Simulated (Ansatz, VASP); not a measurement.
One calculation of Nb, two programs

File INCAR:

```
ALGO     = Normal         # electronic algorithm
EDIFF    = 1E-6           # SCF threshold, eV
ENCUT    = 520            # plane-wave cutoff, eV
GGA      = PS             # functional
ISIF     = 2              # what is computed and relaxed
ISMEAR   = -1             # smearing method
LASPH    = T              # aspherical terms in the spheres
LCHARG   = F              # write CHGCAR
LREAL    = F              # projectors in reciprocal space
LWAVE    = F              # write WAVECAR
NBANDS   = 12             # bands
NELM     = 80             # most SCF steps
PREC     = Accurate       # precision mode
SIGMA    = 0.1            # smearing width, eV
```

The input KPOINTS:

```
k-points
0
Gamma
  16 16 16
```

File POSCAR:

```
Nb
1.0
   -1.5912365837      1.5912365837      1.5912365837
    1.5912365837     -1.5912365837      1.5912365837
    1.5912365837      1.5912365837     -1.5912365837
Nb
1
Direct
    0.0000000000      0.0000000000      0.0000000000
```

Input for Ansatz:

```yaml
crystal:
  lattice:
    - [-1.5912365837, 1.5912365837, 1.5912365837]
    - [1.5912365837, -1.5912365837, 1.5912365837]
    - [1.5912365837, 1.5912365837, -1.5912365837]
  atoms:
    - { symbol: Nb, position: [0.0, 0.0, 0.0] }
kpoints:
  mp_grid: { grid: [16, 16, 16] }
scf:
  occupations: { method: fermi_dirac, width: 0.1 }
hamiltonian:
  xc: pbesol
  pseudopotentials: { kind: all_electron, lapw: { basis_error: 0.001 } }
output:
  forces: true
  stress: true
  eigenvalues: true
  populations: true
```

Change from the starting cell: volume scaled by 0.92, LAPW.

Alike in both runs: task single point; functional PBEsol; k mesh 16 × 16 × 16; occupations fermi-dirac, width 0.1 eV; no spin polarisation.

```csv
,VASP,Ansatz
version,VASP 6.6.1,Ansatz 0.2.0
potentials or method,"VASP PAW PBE potentials, release 64 (Nb_sv), cutoff 520 eV","all-electron LAPW, scalar-relativistic"
```

Ansatz gave:

```
pressure (GPa) : 17.8
```

Question: Which values does VASP return?

Answer: Pressure (GPa): 17.5.

VASP's potentials were made for PBE, not for PBEsol. Ansatz ran all-electron here, and VASP with PAW potentials.
